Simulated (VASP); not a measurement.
# MnS (Fm-3m) in VASP: a series of runs, part 2 of 2

VASP 6.6.1. The steps go on from the part before.

### Step 3. Single point, PBEsol, collinear spin, ferromagnetic start

This run uses another cell than the first one, of 14.85 Å³/atom.

File INCAR:

```
SYSTEM = MnS
PREC = Accurate
ENCUT = 520
EDIFF = 1E-7
ISMEAR = -1
SIGMA = 0.05
LREAL = .False.
LASPH = .True.
NELM = 150
ALGO = Normal
ISIF = 2
LWAVE = .False.
LCHARG = .True.
ISPIN = 2
MAGMOM = 4 0
LORBIT = 11
LMAXMIX = 4
GGA = PS
LELF = .True.
LVHAR = .True.
NBANDS = 20
```

File KPOINTS:

```
Automatic mesh
0
Gamma
  9 9 9
  0 0 0
```

File POSCAR:

```
MnS
1.0
    0.0000000000      2.4577396030      2.4577396030
    2.4577396030      0.0000000000      2.4577396030
    2.4577396030      2.4577396030      0.0000000000
Mn S
1 1
Direct
    0.0000000000      0.0000000000      0.0000000000
    0.5000000000      0.5000000000      0.5000000000
```

Potentials or basis: VASP PAW PBE potentials, release 64 (Mn_pv, S).

The run is started by

```
$ cat potpaw_PBE.64/Mn_pv/POTCAR potpaw_PBE.64/S/POTCAR > POTCAR
$ mpirun -np 1 vasp_std > vasp.out
```

OUTCAR:

```text
SYSTEM = MnS
   PREC = Accurate
   ENCUT = 520
   EDIFF = 1E-7
   ISMEAR = -1
   LREAL = .False.
   LASPH = .True.
   NELM = 150
   ISIF = 2
   ISPIN = 2
   LORBIT = 11
   GGA = PS

 ion  position               nearest neighbor table
   1  0.000  0.000  0.000-   2 2.46   2 2.46   2 2.46   2 2.46   2 2.46   2 2.46
   2  0.500  0.500  0.500-   1 2.46   1 2.46   1 2.46   1 2.46   1 2.46   1 2.46

  LATTYP: Found a face centered cubic cell.
 ALAT       =     4.9154792060

  Lattice vectors:

 A1 = (   0.0000000000,   2.4577396030,   2.4577396030)
 A2 = (   2.4577396030,   0.0000000000,   2.4577396030)
 A3 = (   2.4577396030,   2.4577396030,   0.0000000000)

Analysis of symmetry for initial positions (statically):
=====================================================================
 Subroutine PRICEL returns:
 Original cell was already a primitive cell.

 Routine SETGRP: Setting up the symmetry group for a
 face centered cubic supercell.

 Subroutine GETGRP returns: Found 48 space group operations
 (whereof 48 operations were pure point group operations)
 out of a pool of 48 trial point group operations.

The static configuration has the point symmetry O_h .

Analysis of symmetry for dynamics (positions and initial velocities):
=====================================================================
 Subroutine PRICEL returns:
 Original cell was already a primitive cell.

 Routine SETGRP: Setting up the symmetry group for a
 face centered cubic supercell.

 Subroutine GETGRP returns: Found 48 space group operations
 (whereof 48 operations were pure point group operations)
 out of a pool of 48 trial point group operations.

The dynamic configuration has the point symmetry O_h .

Analysis of structural, dynamic, and magnetic symmetry:
=====================================================================
 Subroutine PRICEL returns:
 Original cell was already a primitive cell.

 Routine SETGRP: Setting up the symmetry group for a
 face centered cubic supercell.
[... 140 lines left out ...]
 NGX is ok and might be reduce to    28
   NGX = 13   NGY = 13   NGZ = 13

 number of electron      18.9999989 magnetization       3.9852205

 Free energy of the ion-electron system (eV)
  ---------------------------------------------------
  ext. energy  EPLUGINS =         0.00000000
  ---------------------------------------------------
  free energy    TOTEN  =       -14.98790134 eV

  energy without entropy =      -14.97898292  energy(sigma->0) =      -14.98344213

 E-fermi :   8.5675     XC(G=0): -11.7106

 val. band max:        8.5575731292   @ k =   0.1111   0.0000   0.0000
 cond. band min:       8.5978413906   @ k =   0.2222   0.2222   0.0000
 fundamental gap:      0.0402682614
 Fermi energy:         8.5674855271

 spin component 1

 k-point     1 :       0.0000    0.0000    0.0000
  band No.  band energies     occupation
      1     -41.6041      1.00000
      2     -41.6041      1.00000
      3     -41.6041      1.00000
      4      -7.2806      1.00000
      5       5.2154      1.00000
      6       5.2154      1.00000
[... 541 lines left out ...]
     19      24.4101      0.00000
     20      24.4101      0.00000

 [... further k-points ...]

 spin component 2

 k-point     1 :       0.0000    0.0000    0.0000
  band No.  band energies     occupation
      1     -37.7360      1.00000
      2     -37.7359      1.00000
      3     -37.7359      1.00000
      4      -7.0102      1.00000
      5       6.7107      1.00000
      6       6.7107      1.00000
[... 541 lines left out ...]
     19      24.8880      0.00000
     20      24.8880      0.00000

 [... further k-points ...]
[... 5 lines left out ...]
  --------------------------------------------------------------------------------------
  -------------------------------------------------------------------------------------
  Total        0.0439748      0.0439748      0.0439748      0.0000000      0.0000000      0.0000000
  in kB        2.3728847      2.3728847      2.3728847      0.0000000      0.0000000      0.0000000
  external PRESSURE =       2.3728847 kB  Pullay stress =       0.0000000 kB

 VOLUME and BASIS-vectors are now :
 -----------------------------------------------------------------------------
  energy-cutoff  :      520.00
  volume of cell :       29.69
      direct lattice vectors                 reciprocal lattice vectors
     0.000000000  2.457739603  2.457739603    -0.203438965  0.203438965  0.203438965
     2.457739603  0.000000000  2.457739603     0.203438965 -0.203438965  0.203438965
     2.457739603  2.457739603  0.000000000     0.203438965  0.203438965 -0.203438965

 POSITION                                       TOTAL-FORCE (eV/Angst)
 -----------------------------------------------------------------------------------
      0.00000      0.00000      0.00000        -0.000000      0.000000      0.000000
      2.45774      2.45774      2.45774         0.000000     -0.000000     -0.000000
 -----------------------------------------------------------------------------------
    total drift:                               -0.000000      0.000000      0.000000

  FREE ENERGIE OF THE ION-ELECTRON SYSTEM (eV)
  ---------------------------------------------------
  free  energy   TOTEN  =       -14.9879013402 eV

  energy  without entropy=      -14.9789829153  energy(sigma->0) =      -14.98344213

 total charge

# of ion       s       p       d       tot
------------------------------------------
    1        0.253   6.222   5.047  11.522
    2        1.322   2.396   0.000   3.718
--------------------------------------------------
tot          1.575   8.618   5.047  15.239

 magnetization (x)

# of ion       s       p       d       tot
------------------------------------------
    1        0.052   0.042   3.606   3.700
    2        0.025   0.025   0.000   0.049
--------------------------------------------------
tot          0.077   0.067   3.606   3.749
```

stdout:

```text
POSCAR found type information on POSCAR MnS
 POSCAR found :  2 types and       2 ions
 scaLAPACK will be used
 -----------------------------------------------------------------------------
|                                                                             |
|                                                                             |
|     You enforced a specific xc type in the INCAR file but a different       |
|     I HOPE YOU KNOW WHAT YOU ARE DOING!                                     |
|                                                                             |
 -----------------------------------------------------------------------------

 LDA part: xc-table for (Slater+PW92), standard interpolation
 POSCAR, INCAR and KPOINTS ok, starting setup
 FFT: planning ... GRIDC
 FFT: planning ... GRID_SOFT
 FFT: planning ... GRID
 WAVECAR not read
 entering main loop
```

It took 53 s on 1 thread of Intel Xeon Platinum 8259CL at 2.50GHz (Skylake/Cascade Lake), shared host; peak memory 0.18 GiB.

Results:

| Property | Result |
| --- | --- |
| Free energy | -14.9879 eV |
| Pressure | 0.2 GPa |
| Net moment | 3.99 μB per cell |
| Site moments | Mn +3.70; S +0.05 μB |
| Valence electrons inside the program's atomic spheres | Mn 11.52; S 3.72 |

Caveat: the PAW data sets were made with another functional, which shifts forces and pressure a little; a cell with one magnetic atom can't hold antiferromagnetic order, which such compounds often take; semilocal functionals often make such compounds metallic where correlation or magnetic order opens a gap, which also shifts bond lengths.
